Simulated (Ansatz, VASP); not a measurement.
## Bi in VASP and in Ansatz

Contents of INCAR:

```
  ALGO = Normal
  EDIFF = 1E-7
  EDIFFG = -0.005
  ENCUT = 600
  GGA = PE
  IBRION = 2
  ISIF = 3
  ISMEAR = -1
  LASPH = True
  LCHARG = False
  LREAL = False
  LWAVE = False
  NELM = 100
  NSW = 100
  PREC = Accurate
  SIGMA = 0.05
```

KPOINTS

```
k-points
0
Gamma
  9 9 9
```

The input POSCAR:

```
Bi
1.0
    2.3264222754      1.3431605270      4.0403311668
   -2.3264222754      1.3431605270      4.0403311668
    0.0000000000     -2.6863210540      4.0403311668
Bi
2
Direct
    0.2340000000      0.2340000000      0.2340000000
    0.7660000000      0.7660000000      0.7660000000
```

Input for Ansatz:

```yaml
crystal:
  lattice:
    - [2.3264222754, 1.343160527, 4.0403311668]
    - [-2.3264222754, 1.343160527, 4.0403311668]
    - [0.0, -2.686321054, 4.0403311668]
  atoms:
    - { symbol: Bi, position: [0.234, 0.234, 0.234] }
    - { symbol: Bi, position: [0.766, 0.766, 0.766] }
kpoints:
  mp_grid: { grid: [9, 9, 9] }
scf:
  occupations: { method: fermi_dirac, width: 0.05 }
hamiltonian:
  xc: pbe
  pseudopotentials: { kind: paw }
output:
  forces: true
  stress: true
  efg: { contact_densities: true }
  write_density: true
  write_potential: true
  elf: true
  volumetric_format: npy
relax:
  f_tol: 0.005
  max_steps: 80
  cell: {}
```

Alike in both runs: task relaxation of cell and atoms; functional PBE; k mesh 9 × 9 × 9; occupations fermi-dirac, width 0.05 eV; no spin polarisation.

|  | VASP | Ansatz |
| --- | --- | --- |
| version | VASP 6.6.1 | Ansatz 0.2.0 |
| potentials or method | VASP PAW PBE potentials, release 64 (Bi_d) | PAW with Ansatz's default frozen-core files, scalar-relativistic |
| plane-wave cutoff (eV) | 600 | 420 |
| valence electrons in the cell | 30 | 30 |

```csv
,VASP,Ansatz,Ansatz less VASP
relaxed volume (Å³/atom),36.80,36.81,+0.011
relaxed cell length with the largest relative difference (Å),4.831,4.832,+0.0006
```

Neither program's run includes spin-orbit coupling.
